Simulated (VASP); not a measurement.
The system is Rh.

```
CELL_PARAMETERS angstrom
2.73098 0.00000 0.00000
-1.36549 2.36510 0.00000
0.00000 0.00000 4.42849
ATOMIC_POSITIONS crystal
Rh 0.66667 0.33333 0.75000
Rh 0.33333 0.66667 0.25000
```

This isn't the form of Rh at room conditions, which is fcc.

| Quantity | Value |
| --- | --- |
| Program | VASP 6.6.1 |
| Task | relaxation of cell and atoms |
| Functional | LDA |
| Potentials or basis | VASP PAW LDA potentials, release 64 (Rh_sv_GW) |
| Cutoff | 620 eV |
| k mesh | 14 × 14 × 8 |
| Occupations | fermi-dirac, width 0.15 eV |
| Spin | no spin polarisation |

At the start: pressure -18.0 GPa; volume 14.30 Å³/atom.

Question: Where does the relaxation end?

Answer: Over 10 steps the energy falls by 57.4 meV/atom and the volume is 13.36 Å³/atom (-6.6 %); space group P6_3/mmc (No. 194, to 0.1 Å) before and after.

The path:
| step | energy change (eV) | largest force (eV/Å) | pressure (GPa) | volume (Å³) |
| --- | --- | --- | --- | --- |
| 1 | 0.0000 | 0.0000 | -17.99 | 28.60 |
| 2 | 0.8104 | 0.0000 | 82.57 | 22.46 |
| 3 | -0.1140 | 0.0000 | -1.35 | 26.82 |
| 4 | -0.1145 | 0.0000 | -0.29 | 26.73 |
| 5 | -0.1145 | 0.0000 | 0.13 | 26.70 |
| 6 | -0.1147 | 0.0000 | 0.13 | 26.70 |
| 7 | -0.1147 | 0.0000 | 0.12 | 26.70 |
| 8 | -0.1147 | 0.0000 | 0.12 | 26.70 |
| 9 | -0.1147 | 0.0000 | -0.26 | 26.73 |
| 10 | -0.1147 | 0.0000 | -0.03 | 26.71 |

Final structure:
```yaml
crystal:
  lattice:
    - [2.67509, 0.00000, 0.00000]
    - [-1.33755, 2.31670, 0.00000]
    - [0.00000, 0.00000, 4.30997]
  atoms:
    - { symbol: Rh, position: [0.66667, 0.33333, 0.75000] }
    - { symbol: Rh, position: [0.33333, 0.66667, 0.25000] }
```
